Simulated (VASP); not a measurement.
Wanted: the native input for a VASP 6.6.1 run.

* Task: single point
* Functional: PBEsol
* Potentials or basis: VASP PAW PBE potentials, release 64 (Ta_pv, N)
* Cutoff: 520 eV
* k mesh: 13 × 9 × 18
* Occupations: gaussian, width 0.1 eV
* Spin: no spin polarisation
* Dipole correction: no
* Further INCAR settings: ALGO = Normal; EDIFF = 1e-06; NBANDS = 15; ISYM = 0

The structure of TaN lies in POSCAR:

```
TaN
1.0
    2.9239890447      0.0000000000      0.0000000000
   -1.4619945224      3.8279708918      0.0000000000
    0.0000000000     -2.1528578537      1.8990208687
Ta N
1 1
Direct
    0.6666666667      0.3333333333      0.8333333333
    0.0000000000      0.0000000000      0.0000000000
```

These files were run (other wordings do the same):

INCAR

```
SYSTEM = TaN
ALGO = Normal
EDIFF = 1E-6
ENCUT = 520
GGA = PS
ISIF = 2
ISMEAR = 0
ISYM = 0
LASPH = .TRUE.
LCHARG = .TRUE.
LELF = .TRUE.
LREAL = .FALSE.
LVHAR = .TRUE.
LWAVE = .FALSE.
NBANDS = 15
NELM = 60
PREC = Accurate
SIGMA = 0.1
```

KPOINTS

```
k-points
0
G
  13 9 18
  0 0 0
```

Potentials or basis: VASP PAW PBE potentials, release 64 (Ta_pv, N).

Launch:

```sh
$ cat potpaw_PBE.64/Ta_pv/POTCAR potpaw_PBE.64/N/POTCAR > POTCAR
$ mpirun -np 1 vasp_std > vasp.out
```

Results of the run:

The pressure is 0.8 GPa. The band gap on the k mesh is zero (band 8 reaches 8.45 eV, above the bottom of band 9 at 8.15 eV).

Caveat: the PAW data sets were made with another functional, which shifts forces and pressure a little; spin-orbit coupling is left out, which moves the levels of the heavy elements.

It took 2.5 min on 1 thread of Intel(R) Xeon(R) Platinum 8488C (Sapphire Rapids) (shared host), peak memory 0.44 GiB.
